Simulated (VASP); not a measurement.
Input of a VASP 6.6.1 run:

Contents of INCAR:

```
SYSTEM = AlN
  ALGO = Normal
  EDIFF = 1E-6
  ENCUT = 520
  GGA = PE
  ISIF = 2
  ISMEAR = 0
  LASPH = .True.
  LCHARG = .False.
  LREAL = .False.
  LWAVE = .False.
  NBANDS = 11
  NELM = 80
  PREC = Accurate
  SIGMA = 0.05
```

Contents of KPOINTS:

```
k-points
0
Gamma
  10 10 10
  0 0 0
```

File POSCAR:

```
AlN
1.0
    0.0000000000      2.0650357700      2.0345180000
    2.0650357700      0.0000000000      2.0345180000
    2.0650357700      2.0650357700      0.0000000000
Al N
1 1
Direct
    0.5000000000      0.5000000000      0.5000000000
    0.0000000000      0.0000000000      0.0000000000
```

Potentials or basis: VASP PAW PBE potentials, release 64 (Al, N).

Launch:

```bash
$ cat potpaw_PBE.64/Al/POTCAR potpaw_PBE.64/N/POTCAR > POTCAR
$ mpirun -np 1 vasp_std > vasp.out
```

(1) Estimate the pressure.

(2) What does it give for the band gap on the k mesh?

## Answers

(1) -7.0 GPa.

(2) 4.03 eV, indirect (least direct gap 4.95 eV).

Caveat: the cell differs from its parent crystal (strain +0.015 along x and y, +0.000 along z).
